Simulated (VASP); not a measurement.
# Mg9O8 (a cell with a defect) in VASP: notebook

Runs on Mg9O8 (a cell with a defect). Level: LDA. Tasks: single point.

Everything below comes from runs of VASP 6.6.1. Logs are shortened: lines on timing, memory, paths and dates and some standing lists are left out, and cuts for length are marked.

## Step 1: The cell of the first run

The cell holds a defect, 17 atoms: a = 6.155 Å, b = 6.155 Å, c = 6.155 Å, α = 60.00°, β = 60.00°, γ = 60.00°.

## Step 2: Single point, LDA

Input file INCAR:

```
SYSTEM = Mg9O8
ALGO = Normal ; EDIFF = 1E-6
ENCUT = 520 ; ISIF = 2
ISMEAR = -1 ; LASPH = .TRUE.
LCHARG = .TRUE. ; LELF = .TRUE.
LREAL = Auto ; LVHAR = .TRUE.
LWAVE = .FALSE. ; NBANDS = 47
NELM = 80 ; PREC = Accurate
SIGMA = 0.02
```

Input file KPOINTS:

```
k-points
0
G
  3 3 3
  0 0 0
```

Input file POSCAR:

```
Mg9O8
1.0
    0.0000000000      4.3520000000      4.3520000000
    4.3520000000      0.0000000000      4.3520000000
    4.3520000000      4.3520000000      0.0000000000
Mg O
9 8
Direct
   -0.0135801930     -0.0037380515      0.0000413603
    0.0310079274      0.0971862362      0.3440826057
   -0.0394623162      0.5348237592      0.0500597426
   -0.0241338465      0.4298222656      0.5345738741
    0.5206740579     -0.0078838465     -0.0019426700
    0.4983051471     -0.0144919577      0.5113766085
    0.4880605469      0.5042200138      0.0198900506
    0.5661804917      0.4179194623      0.5302910156
    0.1108823529      0.6851801471      0.6022693015
    0.2629717371      0.2696950827      0.2402357537
    0.2468779871      0.2836355699      0.7247621783
    0.2486621094      0.7891570542      0.2163928079
    0.2485090763      0.7266347656      0.7929105009
    0.7327101333      0.2648523667      0.2357705653
    0.7169378447      0.2496136259      0.8138592601
    0.7349871324      0.7458023897      0.2824361213
    0.7402043888      0.7200894991      0.7878029642
```

Potentials or basis: VASP PAW LDA potentials, release 64 (Mg, O).

Run with:

```
$ cat potpaw_LDA.64/Mg/POTCAR potpaw_LDA.64/O/POTCAR > POTCAR
$ mpirun -np 1 vasp_std > vasp.out
```

OUTCAR:

```text
SYSTEM = Mg9O8
   EDIFF = 1E-6
   ENCUT = 520
   ISIF = 2
   ISMEAR = -1
   LASPH = .TRUE.
   LREAL = Auto
   NELM = 80
   PREC = Accurate

 ion  position               nearest neighbor table
   1  0.986  0.996  0.000-  15 2.01  13 2.09  12 2.10  16 2.19  14 2.20  11 2.39   2 2.65   4 2.77
                             3 2.78   5 2.89   7 3.06   6 3.08   6 3.08   7 3.10   5 3.27   4 3.39
   2  0.031  0.097  0.344-  10 1.87  14 1.88  12 1.98   9 2.17   3 2.34   8 2.59   4 2.64   1 2.65
                             5 2.65   6 3.18   6 3.23   5 3.64   1 3.65
   3  0.961  0.535  0.050-  16 1.93  13 2.11  17 2.13  10 2.17  14 2.20   9 2.25   2 2.34  11 2.52
                             8 2.76   4 2.76   5 2.77   1 2.78   7 3.07   7 3.11   1 3.40   5 3.41
   4  0.976  0.430  0.535-  15 1.96  10 2.05  11 2.09  16 2.19   9 2.38  17 2.38   8 2.57   2 2.64
                             3 2.76  12 2.76   1 2.77   6 3.00   7 3.03   7 3.19   6 3.20   1 3.39
   5  0.521  0.992  0.998-  15 2.00  12 2.08  17 2.11  16 2.18  10 2.26  11 2.38   2 2.65   8 2.76
                             3 2.77   1 2.89   7 3.04   6 3.07   6 3.09   7 3.12   1 3.27   9 3.40
   6  0.498  0.986  0.511-  16 2.04  10 2.22  13 2.22  11 2.24  14 2.24  17 2.26   8 2.96   4 3.00
                             7 3.05   5 3.07   1 3.08   1 3.08   5 3.09   7 3.11   2 3.18   4 3.20
   7  0.488  0.504  0.020-  10 2.00  14 2.01  15 2.01  13 2.03  17 2.04  12 2.11   4 3.03   5 3.04
                             6 3.05   1 3.06   3 3.07   8 3.08   1 3.10   3 3.11   6 3.11   5 3.12
   8  0.566  0.418  0.530-  15 1.96  14 2.03  11 2.06  16 2.22   9 2.37  13 2.50   4 2.57   2 2.59
                             3 2.76   5 2.76  12 2.77   6 2.96   7 3.08   7 3.16   6 3.25   5 3.41
   9  0.111  0.685  0.602-  13 1.92  17 1.92  12 1.94  11 2.02   2 2.17   3 2.25   8 2.37   4 2.38
                             6 3.38   5 3.40   1 3.40   6 3.47   5 3.48   1 3.50   7 3.54
  10  0.263  0.270  0.240-   2 1.87   7 2.00   4 2.05   3 2.17   6 2.22   5 2.26
  11  0.247  0.284  0.725-   9 2.02   8 2.06   4 2.09   6 2.24   5 2.38   1 2.39   3 2.52
  12  0.249  0.789  0.216-   9 1.94   2 1.98   5 2.08   1 2.10   7 2.11   4 2.76   8 2.77
  13  0.249  0.727  0.793-   9 1.92   7 2.03   1 2.09   3 2.11   6 2.22   8 2.50
  14  0.733  0.265  0.236-   2 1.88   7 2.01   8 2.03   1 2.20   3 2.20   6 2.24
  15  0.717  0.250  0.814-   8 1.96   4 1.96   5 2.00   1 2.01   7 2.01
  16  0.735  0.746  0.282-   3 1.93   6 2.04   5 2.18   4 2.19   1 2.19   8 2.22
  17  0.740  0.720  0.788-   9 1.92   7 2.04   5 2.11   3 2.13   6 2.26   4 2.38

  LATTYP: Found a face centered cubic cell.
 ALAT       =     8.7040000000

  Lattice vectors:

 A1 = (   0.0000000000,   4.3520000000,   4.3520000000)
 A2 = (   4.3520000000,   0.0000000000,   4.3520000000)
 A3 = (   4.3520000000,   4.3520000000,   0.0000000000)

Analysis of symmetry for initial positions (statically):
=====================================================================
 Subroutine PRICEL returns:
 Original cell was already a primitive cell.

 Routine SETGRP: Setting up the symmetry group for a
 face centered cubic supercell.

 Subroutine GETGRP returns: Found  1 space group operations
 (whereof  1 operations were pure point group operations)
 out of a pool of 48 trial point group operations.

The static configuration has the point symmetry C_1 .

Analysis of symmetry for dynamics (positions and initial velocities):
=====================================================================
 Subroutine PRICEL returns:
 Original cell was already a primitive cell.

 Routine SETGRP: Setting up the symmetry group for a
 face centered cubic supercell.

 Subroutine GETGRP returns: Found  1 space group operations
 (whereof  1 operations were pure point group operations)
 out of a pool of 48 trial point group operations.

The dynamic configuration has the point symmetry C_1 .

 Subroutine INISYM returns: Found  1 space group operations
 (whereof  1 operations are pure point group operations),
 and found     1 'primitive' translations

----------------------------------------------------------------------------------------

                                     Primitive cell

  volume of cell :     164.8529

  direct lattice vectors                    reciprocal lattice vectors
     0.000000000  4.352000000  4.352000000    -0.114889706  0.114889706  0.114889706
     4.352000000  0.000000000  4.352000000     0.114889706 -0.114889706  0.114889706
     4.352000000  4.352000000  0.000000000     0.114889706  0.114889706 -0.114889706

  length of vectors
     6.154657423  6.154657423  6.154657423     0.198994808  0.198994808  0.198994808

  position of ions in fractional coordinates (direct lattice)
     0.986419807  0.996261948  0.000041360
     0.031007927  0.097186236  0.344082606
     0.960537684  0.534823759  0.050059743
[... 54 lines left out ...]
     0.000000000  0.000000000  0.000000000

 Subroutine IBZKPT returns following result:
 ===========================================

 Found     14 irreducible k-points:

 Following reciprocal coordinates:
            Coordinates               Weight
  0.000000  0.000000  0.000000      1.000000
  0.333333  0.000000  0.000000      2.000000
  0.000000  0.333333  0.000000      2.000000
  0.000000  0.000000  0.333333      2.000000
  0.333333  0.333333  0.333333      2.000000
  0.333333  0.333333  0.000000      2.000000
  0.000000  0.333333  0.333333      2.000000
  0.333333  0.000000  0.333333      2.000000
 -0.333333  0.333333  0.000000      2.000000
  0.000000 -0.333333  0.333333      2.000000
  0.333333  0.000000 -0.333333      2.000000
  0.333333  0.333333 -0.333333      2.000000
 -0.333333  0.333333 -0.333333      2.000000
  0.333333 -0.333333 -0.333333      2.000000
   k-points           NKPTS =     14   k-points in BZ     NKDIM =     14   number of bands    NBANDS=     47
   number of dos      NEDOS =    301   number of ions     NIONS =     17
   total plane-waves  NPLWV = 110592
   dimension x,y,z NGX =    48 NGY =   48 NGZ =   48
   dimension x,y,z NGXF=    96 NGYF=   96 NGZF=   96
   ions per type =               9   8
   NGX,Y,Z   is equivalent  to a cutoff of  12.97, 12.97, 12.97 a.u.
   NGXF,Y,Z  is equivalent  to a cutoff of  25.93, 25.93, 25.93 a.u.
 SYSTEM =  Mg9O8
   PREC   = accura    normal or accurate (medium, high low for compatibility)
   ISTART =      0    job   : 0-new  1-cont  2-samecut
   ICHARG =      2    charge: 1-file 2-atom 10-const
   ISPIN  =      1    spin polarized calculation?
   LNONCOLLINEAR =      F non collinear calculations
   LSORBIT =      F    spin-orbit coupling
   LASPH  =      T    aspherical Exc in radial PAW
   ENCUT  =  520.0 eV  38.22 Ry    6.18 a.u.  11.44 11.44 11.44*2*pi/ulx,y,z
   NELM   =     80;   NELMIN=  2; NELMDL= -5     # of ELM steps
   EDIFF  = 0.1E-05   stopping-criterion for ELM
   LREAL  =      T    real-space projection
   EDIFFG = 0.1E-04   stopping-criterion for IOM
   NSW    =      0    number of steps for IOM
   IBRION =     -1    ionic relax: 0-MD 1-quasi-New 2-CG
   NFREE  =      0    steps in history (QN), initial steepest desc. (CG)
   ISIF   =      2    stress and relaxation
   ISYM   =      2    0-nonsym 1-usesym 2-fastsym
   POTIM  = 0.5000    time-step for ionic-motion
   TEBEG  =    0.0;   TEEND  =   0.0 temperature during run
   PSTRESS=    0.0 pullay stress
   NELECT =      66.0000    total number of electrons
   NUPDOWN=      -1.0000    fix difference up-down
   EMIN   =  10.00;   EMAX   =-10.00  energy-range for DOS
   EFERMI =   0.00;   METHOD = LEGACY
   ISMEAR =    -1;   SIGMA  =   0.02  broadening in eV -4-tet -1-fermi 0-gaus
   EFERMI_NEDOS =   21; number of points for ismear=-14 and -15
   IALGO  =     38    algorithm
   IMIX   =      4    mixing-type and parameters
     AMIX     =   0.40;   BMIX     =  1.00
     AMIX_MAG =   1.60;   BMIX_MAG =  1.00
  volume/ion in A,a.u.               =       9.70        65.44
  Fermi-wavevector in a.u.,A,eV,Ry     =   1.206583  2.280112 19.807945  1.455843
  Thomas-Fermi vector in A             =   2.342246
   LORBIT       =      0    0 simple, 1 ext, 2 COOP (PROOUT), +10 PAW based schemes
   GGA     = CA    functional components
   LHFCALC =     F    Hartree Fock is set to
   AEXX    =    0.0000 exact exchange contribution
   IVDW    =     0    specifies the selected vdW correction
   LEPSILON=     F    determine dielectric tensor
   LRPA    =     F    only Hartree local field effects (RPA)
 non-spin polarized calculation
  energy-cutoff  :      520.00
  volume of cell :      164.85
 maximum number of plane-waves:      4477
 NGX is ok and might be reduce to    48
   NGX = 23   NGY = 23   NGZ = 23

 number of electron      65.9999997 magnetization

 Free energy of the ion-electron system (eV)
  ---------------------------------------------------
  ext. energy  EPLUGINS =         0.00000000
  ---------------------------------------------------
  free energy    TOTEN  =       -98.04174953 eV

  energy without entropy =      -98.04167750  energy(sigma->0) =      -98.04171351

 E-fermi :   8.1970     XC(G=0): -11.4151

 val. band max:        8.0588452134   @ k =   0.0000  -0.3333   0.3333
 cond. band min:       8.3281091143   @ k =   0.0000   0.3333   0.0000
 fundamental gap:      0.2692639009
 Fermi energy:         8.1970068664

 k-point     1 :       0.0000    0.0000    0.0000
  band No.  band energies     occupation
      1     -14.1056      2.00000
      2     -13.1436      2.00000
      3     -13.0392      2.00000
      4     -12.8878      2.00000
      5     -12.8695      2.00000
      6     -12.7472      2.00000
[... 661 lines left out ...]
     44      13.2125      0.00000
     45      13.3424      0.00000
 [bands above 45 left out]

------------------------ aborting loop because EDIFF is reached ----------------------------------------

  FORCE on cell =-STRESS in cart. coord.  units (eV):
  Direction    XX          YY          ZZ          XY          YZ          ZX
  --------------------------------------------------------------------------------------
  -------------------------------------------------------------------------------------
  Total       11.2801681     14.9335866     14.8215241      1.3862866     -5.2163104     -1.2682996
  in kB      109.6300215    145.1369694    144.0478535     13.4730818    -50.6964270    -12.3263867
  external PRESSURE =     132.9382815 kB  Pullay stress =       0.0000000 kB

 VOLUME and BASIS-vectors are now :
 -----------------------------------------------------------------------------
  energy-cutoff  :      520.00
  volume of cell :      164.85
      direct lattice vectors                 reciprocal lattice vectors
     0.000000000  4.352000000  4.352000000    -0.114889706  0.114889706  0.114889706
     4.352000000  0.000000000  4.352000000     0.114889706 -0.114889706  0.114889706
     4.352000000  4.352000000  0.000000000     0.114889706  0.114889706 -0.114889706

 POSITION                                       TOTAL-FORCE (eV/Angst)
 -----------------------------------------------------------------------------------
      4.33591      4.29308      8.62863        -0.004948     -0.010105     -0.024039
      1.92040      1.63239      0.55790        -0.019147      0.010442     -0.023265
      2.54541      4.39812      6.50781         0.001118     -0.007587     -0.002471
      4.19705      6.57344      6.11756        -0.003179     -0.015663     -0.010037
      8.66124      6.60952      6.58366        -0.005057      0.025619      0.014869
      6.51444      4.39414      6.45756        -0.024553      0.007744      0.005365
[... 9 lines left out ...]
      4.47489      4.42783      6.44440         0.018281      0.004977     -0.007243
      6.56235      6.64989      6.35520         0.024854     -0.009918     -0.036579
 -----------------------------------------------------------------------------------
    total drift:                                0.000805     -0.002366     -0.001627

  FREE ENERGIE OF THE ION-ELECTRON SYSTEM (eV)
  ---------------------------------------------------
  free  energy   TOTEN  =       -98.0417495258 eV

  energy  without entropy=      -98.0416774967  energy(sigma->0) =      -98.04171351
```

Run time: 2.3 min. Hardware: 1 thread of Intel Xeon 6975P-C (Granite Rapids), shared host; peak memory 0.28 GiB.

What came out:

* Free energy: -98.0417 eV
* Pressure: 13.3 GPa
* Largest force: 0.061 eV/Å
* Band gap on the k mesh: 0.27 eV

Forces in eV/Å, atoms in the order of the input:
```
Mg  -0.005 -0.010 -0.024
Mg  -0.019  0.010 -0.023
Mg   0.001 -0.008 -0.002
Mg  -0.003 -0.016 -0.010
Mg  -0.005  0.026  0.015
Mg  -0.025  0.008  0.005
Mg  -0.002  0.003  0.005
Mg   0.001  0.008  0.025
Mg   0.015 -0.013 -0.003
O    0.010  0.013  0.059
O   -0.013  0.004 -0.005
O   -0.043 -0.015  0.011
O    0.019  0.035  0.013
O    0.013 -0.048 -0.016
O    0.013  0.009 -0.005
O    0.018  0.005 -0.007
O    0.025 -0.010 -0.037
```

Levels at points of the mesh, in eV from the valence-band top:
| k point | band 29 | band 30 | band 31 | band 32 | band 33 | band 34 | band 35 | band 36 | band 37 | band 38 |
| --- | --- | --- | --- | --- | --- | --- | --- | --- | --- | --- |
| (0.00, 0.00, 0.00) | -5.75 | -5.61 | -5.49 | -5.36 | -2.24 | 0.38 | 0.86 | 1.16 | 1.28 | 1.69 |

## Step 3: Single point, LDA

Input file INCAR:

```
SYSTEM = Mg9O8
PREC     = Accurate       ! precision mode
ENCUT    = 520            ! plane-wave cutoff, eV
EDIFF    = 1E-6           ! SCF threshold, eV
ISMEAR   = -1             ! smearing method
SIGMA    = 0.02           ! smearing width, eV
LREAL    = Auto         
LASPH    = .TRUE.         ! aspherical terms in the spheres
NELM     = 60             ! most SCF steps
ALGO     = Normal         ! electronic algorithm
ISIF     = 2              ! what is computed and relaxed
LWAVE    = .FALSE.        ! write WAVECAR
LCHARG   = .FALSE.        ! write CHGCAR
NBANDS   = 47             ! bands
```

Input file KPOINTS:

```
Automatic mesh
0
G
  3 3 3
  0 0 0
```

Input file POSCAR:

```
Mg9O8
1.0
    0.0000000000      4.3520000000      4.3520000000
    4.3520000000      0.0000000000      4.3520000000
    4.3520000000      4.3520000000      0.0000000000
Mg O
9 8
Direct
   -0.0281291360     -0.0034021140     -0.0082681526
    0.0965826057      0.0776984145      0.2224796645
   -0.0382262178      0.5218847656      0.0499612822
   -0.0078785616      0.4794879366      0.5266356847
    0.5364218750      0.0011201746      0.0000204504
    0.4979542739     -0.0107272518      0.5225303309
    0.4865315947      0.4968103171      0.0302995175
    0.4998328355      0.4816101792      0.5287636719
   -0.0211405101      0.8938415671      0.6453542050
    0.2625678998      0.2566490119      0.2454622013
    0.2345075827      0.2088524816      0.8197244945
    0.2494289982      0.6993901654      0.3010390625
    0.2467874540      0.7199549632      0.8036387868
    0.7299481847      0.2616159237      0.2489697840
    0.7315754825      0.2603261719      0.7787126608
    0.7374067096      0.7503021599      0.2780273438
    0.7238251379      0.7243058364      0.8074147518
```

Potentials or basis: VASP PAW LDA potentials, release 64 (Mg, O).

Run with:

```
$ cat potpaw_LDA.64/Mg/POTCAR potpaw_LDA.64/O/POTCAR > POTCAR
$ mpirun -np 1 vasp_std > vasp.out
```

It took 6.3 min on 1 thread of AMD EPYC 7R13 (Zen 3), shared host; peak memory 0.25 GiB.

It converged, with:

* Free energy: -97.8993 eV
* Pressure: 11.7 GPa
* Largest force: 0.085 eV/Å
* Band gap on the k mesh: 0.29 eV

Forces on the atoms (eV/Å):
```
Mg   0.024  0.046 -0.009
Mg   0.024  0.077  0.027
Mg  -0.050 -0.002  0.030
Mg   0.017  0.023  0.018
Mg  -0.028 -0.030 -0.045
Mg   0.027 -0.011 -0.037
Mg   0.001 -0.026 -0.002
Mg   0.021 -0.019 -0.026
Mg   0.029 -0.016  0.047
O    0.015  0.016  0.038
O   -0.008 -0.007  0.012
O   -0.023 -0.019  0.006
O    0.000  0.025  0.014
O   -0.030 -0.049 -0.011
O   -0.005 -0.003  0.001
O    0.016  0.010 -0.019
O   -0.029 -0.017 -0.043
```

Stress tensor (GPa, compression positive):
```
 8.69  2.00 -1.86
 2.00 13.36 -3.86
-1.86 -3.86 13.10
```

Levels at points of the mesh, in eV from the valence-band top:
| k point | band 29 | band 30 | band 31 | band 32 | band 33 | band 34 | band 35 | band 36 | band 37 | band 38 |
| --- | --- | --- | --- | --- | --- | --- | --- | --- | --- | --- |
| (0.00, 0.00, 0.00) | -6.03 | -5.88 | -5.82 | -5.71 | -2.37 | 0.44 | 0.69 | 0.95 | 1.13 | 1.46 |
